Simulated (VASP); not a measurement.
# Be (Fd-3m) in VASP: a series of runs

Runs on Be. Level: revPBE. Tasks: single point.

Everything below comes from runs of VASP 6.6.1. Logs are shortened: lines on timing, memory, paths and dates and some standing lists are left out, and cuts for length are marked.

### Step 1. The cell of the first run

It takes space group Fd-3m (No. 227, cubic). The conventional cell has a = 4.731 Å, b = 4.731 Å, c = 4.731 Å, α = 90.00°, β = 90.00°, γ = 90.00°. Be (site symmetry -43m) has 4 Be at 2.05 Å within 2.7 Å.

### Step 2. Single point, revPBE (volume scaled by 0.88)

The input, INCAR:

```
  PREC = Accurate
  ENCUT = 520
  EDIFF = 1E-6
  ISMEAR = -1
  SIGMA = 0.1
  LREAL = False
  LASPH = True
  NELM = 100
  ALGO = Normal
  ISIF = 2
  LWAVE = False
  LCHARG = True
  GGA = RE
  LELF = True
  LVHAR = True
  NBANDS = 9
```

The input, KPOINTS:

```
Automatic mesh
0
Gamma
  12 12 12
```

The input, POSCAR:

```
Be
1.0
    0.0000000000      2.3655050121      2.3655050121
    2.3655050121      0.0000000000      2.3655050121
    2.3655050121      2.3655050121      0.0000000000
Be
2
Direct
    0.1250000000      0.1250000000      0.1250000000
    0.8750000000      0.8750000000      0.8750000000
```

Potentials or basis: VASP PAW PBE potentials, release 64 (Be).

Launch:

```sh
$ cat potpaw_PBE.64/Be/POTCAR > POTCAR
$ mpirun -np 1 vasp_std > vasp.out
```

OUTCAR:

```text
PREC = Accurate
   ENCUT = 520
   EDIFF = 1E-6
   ISMEAR = -1
   LREAL = False
   LASPH = True
   NELM = 100
   ISIF = 2
   GGA = RE

 ion  position               nearest neighbor table
   1  0.125  0.125  0.125-   2 2.05   2 2.05   2 2.05   2 2.05
   2  0.875  0.875  0.875-   1 2.05   1 2.05   1 2.05   1 2.05

  LATTYP: Found a face centered cubic cell.
 ALAT       =     4.7310100242

  Lattice vectors:

 A1 = (   0.0000000000,   2.3655050121,   2.3655050121)
 A2 = (   2.3655050121,   0.0000000000,   2.3655050121)
 A3 = (   2.3655050121,   2.3655050121,   0.0000000000)

Analysis of symmetry for initial positions (statically):
=====================================================================
 Subroutine PRICEL returns:
 Original cell was already a primitive cell.

 Routine SETGRP: Setting up the symmetry group for a
 face centered cubic supercell.

 Subroutine GETGRP returns: Found 48 space group operations
 (whereof 12 operations were pure point group operations)
 out of a pool of 48 trial point group operations.

The static configuration has the point symmetry D_3d.
 The point group associated with its full space group is O_h .

Analysis of symmetry for dynamics (positions and initial velocities):
=====================================================================
 Subroutine PRICEL returns:
 Original cell was already a primitive cell.

 Routine SETGRP: Setting up the symmetry group for a
 face centered cubic supercell.

 Subroutine GETGRP returns: Found 48 space group operations
 (whereof 12 operations were pure point group operations)
 out of a pool of 48 trial point group operations.

The dynamic configuration has the point symmetry D_3d.
 The point group associated with its full space group is O_h .

 Subroutine INISYM returns: Found 48 space group operations
 (whereof 12 operations are pure point group operations),
 and found     1 'primitive' translations

----------------------------------------------------------------------------------------

                                     Primitive cell

  volume of cell :      26.4729

  direct lattice vectors                    reciprocal lattice vectors
     0.000000000  2.365505012  2.365505012    -0.211371355  0.211371355  0.211371355
     2.365505012  0.000000000  2.365505012     0.211371355 -0.211371355  0.211371355
     2.365505012  2.365505012  0.000000000     0.211371355  0.211371355 -0.211371355

  length of vectors
     3.345329270  3.345329270  3.345329270     0.366105926  0.366105926  0.366105926

  position of ions in fractional coordinates (direct lattice)
     0.125000000  0.125000000  0.125000000
     0.875000000  0.875000000  0.875000000

  ion indices of the primitive-cell ions
   primitive index   ion index
                 1           1
                 2           2

----------------------------------------------------------------------------------------

 KPOINTS: Automatic mesh

Automatic generation of k-mesh.
 Grid dimensions read from file:
 generate k-points for:   12   12   12

 Generating k-lattice:

  Cartesian coordinates                     Fractional coordinates (reciprocal lattice)
    -0.017614280  0.017614280  0.017614280     0.083333333  0.000000000  0.000000000
     0.017614280 -0.017614280  0.017614280     0.000000000  0.083333333  0.000000000
     0.017614280  0.017614280 -0.017614280     0.000000000  0.000000000  0.083333333

  Length of vectors
     0.030508827  0.030508827  0.030508827

  Shift w.r.t. Gamma in fractional coordinates (k-lattice)
     0.000000000  0.000000000  0.000000000

 Subroutine IBZKPT returns following result:
 ===========================================

 Found     72 irreducible k-points:

 Following reciprocal coordinates:
            Coordinates               Weight
  0.000000  0.000000  0.000000      1.000000
  0.083333  0.000000  0.000000      8.000000
  0.166667  0.000000  0.000000      8.000000
  0.250000  0.000000  0.000000      8.000000
  0.333333  0.000000  0.000000      8.000000
  0.416667  0.000000  0.000000      8.000000
[... 16 lines left out ...]
  0.500000  0.166667  0.000000     24.000000
 -0.416667  0.166667  0.000000     24.000000
 [... further k-points ...]
   k-points           NKPTS =     72   k-points in BZ     NKDIM =     72   number of bands    NBANDS=      9
   number of dos      NEDOS =    301   number of ions     NIONS =      2
   total plane-waves  NPLWV =  21952
   dimension x,y,z NGX =    28 NGY =   28 NGZ =   28
   dimension x,y,z NGXF=    56 NGYF=   56 NGZF=   56
   ions per type =               2
   NGX,Y,Z   is equivalent  to a cutoff of  13.91, 13.91, 13.91 a.u.
   NGXF,Y,Z  is equivalent  to a cutoff of  27.83, 27.83, 27.83 a.u.
 SYSTEM =  unknown system
   PREC   = accura    normal or accurate (medium, high low for compatibility)
   ISTART =      0    job   : 0-new  1-cont  2-samecut
   ICHARG =      2    charge: 1-file 2-atom 10-const
   ISPIN  =      1    spin polarized calculation?
   LNONCOLLINEAR =      F non collinear calculations
   LSORBIT =      F    spin-orbit coupling
   LASPH  =      T    aspherical Exc in radial PAW
   ENCUT  =  520.0 eV  38.22 Ry    6.18 a.u.   6.22  6.22  6.22*2*pi/ulx,y,z
   NELM   =    100;   NELMIN=  2; NELMDL= -5     # of ELM steps
   EDIFF  = 0.1E-05   stopping-criterion for ELM
   LREAL  =      F    real-space projection
   EDIFFG = 0.1E-04   stopping-criterion for IOM
   NSW    =      0    number of steps for IOM
   IBRION =     -1    ionic relax: 0-MD 1-quasi-New 2-CG
   NFREE  =      0    steps in history (QN), initial steepest desc. (CG)
   ISIF   =      2    stress and relaxation
   ISYM   =      2    0-nonsym 1-usesym 2-fastsym
   POTIM  = 0.5000    time-step for ionic-motion
   TEBEG  =    0.0;   TEEND  =   0.0 temperature during run
   PSTRESS=    0.0 pullay stress
   NELECT =       4.0000    total number of electrons
   NUPDOWN=      -1.0000    fix difference up-down
   EMIN   =  10.00;   EMAX   =-10.00  energy-range for DOS
   EFERMI =   0.00;   METHOD = LEGACY
   ISMEAR =    -1;   SIGMA  =   0.10  broadening in eV -4-tet -1-fermi 0-gaus
   EFERMI_NEDOS =   21; number of points for ismear=-14 and -15
   IALGO  =     38    algorithm
   IMIX   =      4    mixing-type and parameters
     AMIX     =   0.40;   BMIX     =  1.00
     AMIX_MAG =   1.60;   BMIX_MAG =  1.00
  volume/ion in A,a.u.               =      13.24        89.32
  Fermi-wavevector in a.u.,A,eV,Ry     =   0.871955  1.647757 10.344595  0.760306
  Thomas-Fermi vector in A             =   1.991137
   LORBIT       =      0    0 simple, 1 ext, 2 COOP (PROOUT), +10 PAW based schemes
   GGA     = RE    functional components
   LHFCALC =     F    Hartree Fock is set to
   AEXX    =    0.0000 exact exchange contribution
   IVDW    =     0    specifies the selected vdW correction
   LEPSILON=     F    determine dielectric tensor
   LRPA    =     F    only Hartree local field effects (RPA)
 non-spin polarized calculation
  energy-cutoff  :      520.00
  volume of cell :       26.47
 maximum number of plane-waves:       725
 NGX is ok and might be reduce to    28
   NGX = 13   NGY = 13   NGZ = 13

 number of electron       4.0000000 magnetization

 Free energy of the ion-electron system (eV)
  ---------------------------------------------------
  ext. energy  EPLUGINS =         0.00000000
  ---------------------------------------------------
  free energy    TOTEN  =        -3.87056000 eV

  energy without entropy =       -3.83822015  energy(sigma->0) =       -3.85439007

 E-fermi :   2.4283     XC(G=0):  -8.8531

 val. band max:        2.4206703690   @ k =  -0.3333   0.4167   0.1667
 cond. band min:       2.5041824923   @ k =  -0.4167   0.3333   0.1667
 fundamental gap:      0.0835121233
 Fermi energy:         2.4283375214

 k-point     1 :       0.0000    0.0000    0.0000
  band No.  band energies     occupation
      1      -5.3443      2.00000
      2       7.5930      0.00000
      3       7.5930      0.00000
      4       7.5930      0.00000
      5      10.1969      0.00000
      6      10.1969      0.00000
      7      10.1969      0.00000
      8      17.8058      0.00000
      9      17.9332      0.00000

 k-point     2 :       0.0833    0.0000    0.0000
  band No.  band energies     occupation
      1      -5.2330      2.00000
      2       6.6731      0.00000
      3       7.3301      0.00000
      4       7.3301      0.00000
      5      10.5386      0.00000
      6      10.5386      0.00000
      7      10.8883      0.00000
      8      17.3670      0.00000
      9      18.3235      0.00000

 k-point     3 :       0.1667    0.0000    0.0000
  band No.  band energies     occupation
      1      -4.8996      2.00000
      2       5.0072      0.00000
      3       6.8215      0.00000
      4       6.8215      0.00000
      5      11.1827      0.00000
      6      11.1827      0.00000
      7      11.9103      0.00000
      8      16.5981      0.00000
      9      17.4938      0.00000

 k-point     4 :       0.2500    0.0000    0.0000
  band No.  band energies     occupation
      1      -4.3454      2.00000
      2       3.2448      0.00057
      3       6.3444      0.00000
      4       6.3444      0.00000
      5      11.5906      0.00000
      6      11.5906      0.00000
      7      12.7318      0.00000
      8      15.9083      0.00000
      9      17.4740      0.00000
[... 205 lines left out ...]
 k-point    22 :       0.4167    0.1667    0.0000
  band No.  band energies     occupation
      1      -2.8761      2.00000
      2       1.3327      1.99997
      3       4.6923      0.00000
      4       4.8697      0.00000
      5      10.2983      0.00000
      6      13.4419      0.00000
      7      13.5817      0.00000
      8      15.3082      0.00000
      9      18.8026      0.00000

 k-point    23 :       0.5000    0.1667    0.0000
  band No.  band energies     occupation
      1      -1.8260      2.00000
      2      -0.1326      2.00000
      3       4.3539      0.00000
      4       4.7843      0.00000
      5      10.3672      0.00000
      6      13.1887      0.00000
      7      14.3774      0.00000
      8      15.9870      0.00000
      9      18.5317      0.00000

 k-point    24 :      -0.4167    0.1667    0.0000
  band No.  band energies     occupation
      1      -1.4368      2.00000
      2      -0.5787      2.00000
      3       3.9922      0.00000
      4       5.0719      0.00000
      5      10.6202      0.00000
      6      12.8339      0.00000
      7      14.7359      0.00000
      8      16.5666      0.00000
      9      18.5178      0.00000

 [... further k-points ...]
[... 5 lines left out ...]
  --------------------------------------------------------------------------------------
  -------------------------------------------------------------------------------------
  Total        1.0954592      1.0954592      1.0954592      0.0000000      0.0000000      0.0000000
  in kB       66.2987264     66.2987264     66.2987264      0.0000000      0.0000000      0.0000000
  external PRESSURE =      66.2987264 kB  Pullay stress =       0.0000000 kB

 VOLUME and BASIS-vectors are now :
 -----------------------------------------------------------------------------
  energy-cutoff  :      520.00
  volume of cell :       26.47
      direct lattice vectors                 reciprocal lattice vectors
     0.000000000  2.365505012  2.365505012    -0.211371355  0.211371355  0.211371355
     2.365505012  0.000000000  2.365505012     0.211371355 -0.211371355  0.211371355
     2.365505012  2.365505012  0.000000000     0.211371355  0.211371355 -0.211371355

 POSITION                                       TOTAL-FORCE (eV/Angst)
 -----------------------------------------------------------------------------------
      0.59138      0.59138      0.59138        -0.000000     -0.000000     -0.000000
      4.13963      4.13963      4.13963         0.000000      0.000000      0.000000
 -----------------------------------------------------------------------------------
    total drift:                               -0.000000     -0.000000     -0.000000

  FREE ENERGIE OF THE ION-ELECTRON SYSTEM (eV)
  ---------------------------------------------------
  free  energy   TOTEN  =        -3.8705599988 eV

  energy  without entropy=       -3.8382201507  energy(sigma->0) =       -3.85439007
```

Wall time 26 s (1 thread of Intel Xeon 8259CL, shared host); peak memory 0.15 GiB.

What came out:

```
Free energy            : -3.8706 eV
Pressure               : 6.6 GPa
Band gap on the k mesh : zero (band 2 reaches 7.59 eV, above the bottom of band 3 at 0.80 eV)
```

Levels at points of the mesh, in eV from the Fermi level:
| k point | band 1 | band 2 | band 3 | band 4 | band 5 | band 6 | band 7 |
| --- | --- | --- | --- | --- | --- | --- | --- |
| (0.00, 0.00, 0.00) | -7.77 | 5.16 | 5.16 | 5.16 | 7.77 | 7.77 | 7.77 |
| (0.50, 0.00, 0.00) | -3.86 | -3.78 | 3.27 | 3.27 | 8.92 | 8.92 | 11.39 |
| (0.50, 0.50, 0.00) | -2.53 | -2.53 | 0.74 | 0.74 | 6.58 | 6.58 | 16.55 |

Caveat: the PAW data sets were made with another functional, which shifts forces and pressure a little.

### Step 3. Single point, revPBE (volume scaled by 0.92)

The input, INCAR:

```
SYSTEM = Be
ALGO = Normal
EDIFF = 1E-6
ENCUT = 520
GGA = RE
ISIF = 2
ISMEAR = -1
LASPH = .True.
LCHARG = .True.
LELF = .True.
LREAL = .False.
LVHAR = .True.
LWAVE = .False.
NBANDS = 9
NELM = 100
PREC = Accurate
SIGMA = 0.1
```

The input, KPOINTS:

```
k-points
0
Gamma
  12 12 12
  0 0 0
```

The input, POSCAR:

```
Be
1.0
    0.0000000000      2.4008162629      2.4008162629
    2.4008162629      0.0000000000      2.4008162629
    2.4008162629      2.4008162629      0.0000000000
Be
2
Direct
    0.1250000000      0.1250000000      0.1250000000
    0.8750000000      0.8750000000      0.8750000000
```

Potentials or basis: VASP PAW PBE potentials, release 64 (Be).

Launch:

```sh
$ cat potpaw_PBE.64/Be/POTCAR > POTCAR
$ mpirun -np 1 vasp_std > vasp.out
```

Wall time 28 s (1 thread of Intel Xeon 8259CL, shared host); peak memory 0.15 GiB.

The run converged. Its results:

* Free energy: -3.9102 eV
* Pressure: 4.0 GPa
* Band gap on the k mesh: zero (band 2 reaches 7.18 eV, above the bottom of band 3 at 0.65 eV)

Levels at points of the mesh, in eV from the Fermi level:
| k point | band 1 | band 2 | band 3 | band 4 | band 5 | band 6 |
| --- | --- | --- | --- | --- | --- | --- |
| (0.00, 0.00, 0.00) | -7.58 | 5.00 | 5.00 | 5.00 | 7.57 | 7.57 |
| (0.50, 0.00, 0.00) | -3.75 | -3.71 | 3.18 | 3.18 | 8.72 | 8.72 |
| (0.50, 0.50, 0.00) | -2.48 | -2.48 | 0.74 | 0.74 | 6.40 | 6.40 |

Caveat: the PAW data sets were made with another functional, which shifts forces and pressure a little.

(Continued in part 2 of 2.)
